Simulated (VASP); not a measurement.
# NaH (P4mm) in VASP: further runs, part 2 of 2

VASP 6.6.1. Earlier steps stand in the parts before.

## 4. Single point, r2SCAN (all Na atoms moved +0.037 Å, as atom 1 along Cartesian [0 1 0])

Contents of POSCAR:

```
NaH
1.0
    2.9551240000      0.0000000000      0.0000000000
    0.0000000000      2.9551240000      0.0000000000
    0.0000000000      0.0000000000      2.9551240000
Na H
1 1
Direct
    0.0000000000      0.0126898228      0.0000000000
    0.5000000000      0.5000000000      0.5000000000
```

Contents of INCAR.step1:

```
ALGO = Normal
EDIFF = 1E-4
ENCUT = 520
GGA = PE
ISMEAR = 0
LASPH = T
LCHARG = F
LREAL = F
LWAVE = T
NBANDS = 11
NELM = 60
PREC = Accurate
SIGMA = 0.05
```

Contents of INCAR.step2:

```
ALGO = Normal
EDIFF = 1E-6
ENCUT = 520
ISIF = 2
ISMEAR = 0
ISTART = 1
LASPH = T
LCHARG = F
LMIXTAU = T
LREAL = F
LWAVE = F
METAGGA = R2SCAN
NBANDS = 11
NELM = 60
PREC = Accurate
SIGMA = 0.05
```

Contents of KPOINTS:

```
k-points
0
Gamma
  10 10 10
```

Potentials or basis: VASP PAW PBE potentials, release 64 (Na_pv, H).

The run is started by

```bash
$ cat potpaw_PBE.64/Na_pv/POTCAR potpaw_PBE.64/H/POTCAR > POTCAR
$ cp INCAR.step1 INCAR
$ mpirun -np 1 vasp_std > vasp.out
$ cp INCAR.step2 INCAR
$ mpirun -np 1 vasp_std > vasp.out
```

OUTCAR:

```text
EDIFF = 1E-6
   ENCUT = 520
   ISIF = 2
   ISMEAR = 0
   ISTART = 1
   LASPH = T
   LREAL = F
   METAGGA = R2SCAN
   NELM = 60
   PREC = Accurate

 ion  position               nearest neighbor table
   1  0.000  0.013  0.000-
   2  0.500  0.500  0.500-

  LATTYP: Found a simple cubic cell.
 ALAT       =     2.9551240000

  Lattice vectors:

 A1 = (   2.9551240000,   0.0000000000,   0.0000000000)
 A2 = (   0.0000000000,   2.9551240000,   0.0000000000)
 A3 = (   0.0000000000,   0.0000000000,   2.9551240000)

Analysis of symmetry for initial positions (statically):
=====================================================================
 Subroutine PRICEL returns:
 Original cell was already a primitive cell.

 Routine SETGRP: Setting up the symmetry group for a
 simple cubic supercell.

 Subroutine GETGRP returns: Found  8 space group operations
 (whereof  8 operations were pure point group operations)
 out of a pool of 48 trial point group operations.

The static configuration has the point symmetry C_4v.

Analysis of symmetry for dynamics (positions and initial velocities):
[... 162 lines left out ...]
 val. band max:        1.0560859595   @ k =   0.5000   0.5000   0.5000
 cond. band min:       2.6608598043   @ k =   0.0000   0.5000   0.0000
 fundamental gap:      1.6047738448
 Fermi energy:         1.3173134212

 k-point     1 :       0.0000    0.0000    0.0000
  band No.  band energies     occupation
      1     -24.4215      2.00000
      2     -24.4215      2.00000
      3     -24.4215      2.00000
      4      -4.9007      2.00000
      5      10.7346      0.00000
      6      12.6380      0.00000
      7      12.6424      0.00000
      8      14.3444      0.00000
      9      14.3444      0.00000
     10      14.3615      0.00000
     11      27.5809      0.00000
[... 309 lines left out ...]
 k-point    24 :       0.0000    0.5000    0.1000
  band No.  band energies     occupation
      1     -24.5849      2.00000
      2     -24.4215      2.00000
      3     -24.4055      2.00000
      4      -2.3177      2.00000
      5       2.8418      0.00000
      6      11.9291      0.00000
      7      15.1285      0.00000
      8      15.7391      0.00000
      9      16.3259      0.00000
     10      20.1565      0.00000
     11      20.2672      0.00000

 [... further k-points ...]
[... 5 lines left out ...]
  --------------------------------------------------------------------------------------
  -------------------------------------------------------------------------------------
  Total       -0.1331904     -0.1163283     -0.1331904      0.0000000     -0.0000000      0.0000000
  in kB       -8.2690622     -7.2221900     -8.2690622      0.0000000     -0.0000000      0.0000000
  external PRESSURE =      -7.9201048 kB  Pullay stress =       0.0000000 kB

 VOLUME and BASIS-vectors are now :
 -----------------------------------------------------------------------------
  energy-cutoff  :      520.00
  volume of cell :       25.81
      direct lattice vectors                 reciprocal lattice vectors
     2.955124000  0.000000000  0.000000000     0.338395275  0.000000000  0.000000000
     0.000000000  2.955124000  0.000000000     0.000000000  0.338395275  0.000000000
     0.000000000  0.000000000  2.955124000     0.000000000  0.000000000  0.338395275

 POSITION                                       TOTAL-FORCE (eV/Angst)
 -----------------------------------------------------------------------------------
      0.00000      0.03750      0.00000         0.000000     -0.006160     -0.000000
      1.47756      1.47756      1.47756        -0.000000      0.006160      0.000000
 -----------------------------------------------------------------------------------
    total drift:                                0.000000      0.023224      0.000003

  FREE ENERGIE OF THE ION-ELECTRON SYSTEM (eV)
  ---------------------------------------------------
  free  energy   TOTEN  =        -7.2913982040 eV

  energy  without entropy=       -7.2913982040  energy(sigma->0) =       -7.29139820
```

OSZICAR.step1:

```text
N       E                     dE             d eps       ncg     rms          rms(c)
DAV:   1     0.345795937767E+02    0.34580E+02   -0.45753E+03  2775   0.820E+02
DAV:   2    -0.399948261973E+01   -0.38579E+02   -0.37573E+02  2888   0.190E+02
DAV:   3    -0.522800288938E+01   -0.12285E+01   -0.12269E+01  3284   0.323E+01
DAV:   4    -0.523565332679E+01   -0.76504E-02   -0.76497E-02  3165   0.255E+00
DAV:   5    -0.523571264823E+01   -0.59321E-04   -0.59321E-04  3199   0.229E-01    0.311E+00
DAV:   6    -0.488092846254E+01    0.35478E+00   -0.34958E-01  3158   0.319E+00    0.146E+00
DAV:   7    -0.476976295301E+01    0.11117E+00   -0.38137E-01  3069   0.248E+00    0.379E-01
DAV:   8    -0.477244954451E+01   -0.26866E-02   -0.92487E-03  3036   0.108E+00    0.750E-02
DAV:   9    -0.477218063444E+01    0.26891E-03   -0.17734E-03  3211   0.426E-01    0.282E-02
DAV:  10    -0.477215906010E+01    0.21574E-04   -0.10149E-04  1995   0.575E-02
   1 F= -.47721591E+01 E0= -.47721591E+01  d E =-.674488E-20
```

Wall time 27 s (1 thread of Intel Xeon 6975P-C (Granite Rapids), shared host); peak memory 0.16 GiB.

Results:

| Item | Value |
| --- | --- |
| Free energy | -7.2914 eV |
| Pressure | -0.8 GPa |
| Largest force | 0.006 eV/Å |
| Band gap on the k mesh | 1.60 eV, indirect (least direct gap 5.10 eV) |

Forces on the atoms (eV/Å):
```
Na   0.000 -0.006  0.000
H    0.000  0.006  0.000
```

Caveat: the cell differs from its parent crystal (all Na atoms moved +0.037 Å, as atom 1 along Cartesian [0 1 0]); the PAW data sets were made with another functional, which shifts forces and pressure a little.
